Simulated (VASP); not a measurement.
Runs of VASP 6.6.1 on NiO. The structure is that of space group Fm-3m (No. 225), or close to it. The cells are those of the table. 

```tsv
task	cell	gap on the mesh (eV)	pressure (GPa)	moment (μB)
single point	a = 2.928, b = 2.928, c = 2.898 Å, angles 60.3, 60.3, 59.3°, 2 atoms	none	(a)	1.58
single point	a = 2.958 Å, angles 60.0°, 2 atoms	none	3.8	1.71
single point	a = 2.989, b = 2.989, c = 2.900 Å, angles 61.0, 61.0, 58.0°, 2 atoms	none	4.6	1.69
single point	a = 2.907 Å, angles 60.0°, 2 atoms	none	14.1	1.54
electric field gradients	a = 2.943, b = 2.943, c = 2.958 Å, angles 59.8, 59.8, 60.3°, 2 atoms	none	(b)	1.68
```

Alike in all rows: level PBE; potentials or basis VASP PAW PBE potentials, release 64 (Ni, O); spin collinear, ferromagnetic start; k mesh 17 × 17 × 17; cutoff (eV) 520; smearing fermi-dirac 0.03 eV.

Problem. Fill in the values left out.

Solution. (a) 11.9; (b) 5.7.

Caveats: a cell with one magnetic atom can't hold antiferromagnetic order, which such compounds often take; semilocal functionals often make such compounds metallic where correlation or magnetic order opens a gap, which also shifts bond lengths.

A gap of «none» marks levels without a gap at the run's occupations.
